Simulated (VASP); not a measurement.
A run of VASP 6.6.1 is set up as follows.

File POSCAR:

```
GaAs
1.0
    0.0000000000      2.8078772807      2.8078772807
    2.8078772807      0.0000000000      2.8078772807
    2.8078772807      2.8078772807      0.0000000000
As Ga
1 1
Direct
    0.7500000000      0.7500000000      0.7500000000
    0.0000000000      0.0000000000      0.0000000000
```

File INCAR.step1:

```
ALGO = Normal ; EDIFF = 1E-5
ENCUT = 520 ; GGA = PE
ISIF = 2 ; ISMEAR = -1
LASPH = True ; LCHARG = False
LREAL = False ; LWAVE = True
NBANDS = 16 ; NELM = 80
PREC = Accurate ; SIGMA = 0.05
```

File INCAR.step2:

```
AEXX = 1.0 ; AGGAC = 0.0
ALDAC = 0.0 ; ALGO = Normal
EDIFF = 1E-6 ; ENCUT = 520
GGA = PE ; ISIF = 2
ISMEAR = -1 ; ISTART = 1
LASPH = True ; LCHARG = False
LHFCALC = True ; LREAL = False
LWAVE = False ; NBANDS = 16
NELM = 80 ; PREC = Accurate
PRECFOCK = Normal ; SIGMA = 0.05
```

Contents of KPOINTS:

```
k-points
0
Gamma
  4 4 4
```

Potentials or basis: VASP PAW PBE potentials, release 64 (As, Ga_d).

Command:

```bash
$ cat potpaw_PBE.64/As/POTCAR potpaw_PBE.64/Ga_d/POTCAR > POTCAR
$ cp INCAR.step1 INCAR
$ mpirun -np 1 vasp_std > vasp.out
$ cp INCAR.step2 INCAR
$ mpirun -np 1 vasp_std > vasp.out
```

Question: Predict the band gap on the k mesh.

Answer: 7.47 eV (least direct gap 8.13 eV).

Question: Estimate the pressure.

Answer: 5.5 GPa.

Caveat: the k points lie up to 0.48 Å⁻¹ apart; the PAW data sets were made with another functional, which shifts forces and pressure a little. A k mesh can miss the band edges.
